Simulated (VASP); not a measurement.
Na3Sb2, 10 atoms in the cell. Symmetry: C2/c, No. 15, monoclinic system. The conventional cell has a = 8.717 Å, b = 8.927 Å, c = 8.775 Å, α = 90.00°, β = 105.21°, γ = 90.00°. Within 3.7 Å of Sb (site symmetry 1) lie 1 Sb at 2.57 Å and 9 Na at 3.34 to 3.63 Å. Na (site symmetry 1) has 6 Sb at 3.34 to 3.63 Å and 8 Na at 3.48 to 4.47 Å within 4.5 Å. Within 4.6 Å of Na (site symmetry 2) lie 8 Na at 3.48 to 4.22 Å and 6 Sb at 3.51 to 3.62 Å. 

```yaml
Program: VASP 6.6.1
Task: single point
Functional: PBE
Potentials_or_basis: VASP PAW PBE potentials, release 64 (Sb, Na_pv)
Cutoff: 520 eV
k_mesh: 3 × 3 × 2
Occupations: fermi-dirac, width 0.1 eV
Spin: no spin polarisation
Dipole_correction: no
Further_INCAR_settings: ALGO = Normal; EDIFF = 1e-07; NBANDS = 42
```

Potentials or basis: VASP PAW PBE potentials, release 64 (Sb, Na_pv).

Command:

```console
$ cat potpaw_PBE.64/Sb/POTCAR potpaw_PBE.64/Na_pv/POTCAR > POTCAR
$ mpirun -np 1 vasp_std > vasp.out
```

Hardware: 1 thread of Intel(R) Xeon(R) Platinum 8259CL CPU @ 2.50GHz (Skylake/Cascade Lake), on a shared host.

**Question.** Estimate the wall time of this run.

**Answer.** It took 120 s on 1 thread of Intel(R) Xeon(R) Platinum 8259CL CPU @ 2.50GHz (Skylake/Cascade Lake), on a shared host, peak memory 0.42 GiB. Counts: scf iterations 15, k points 8.
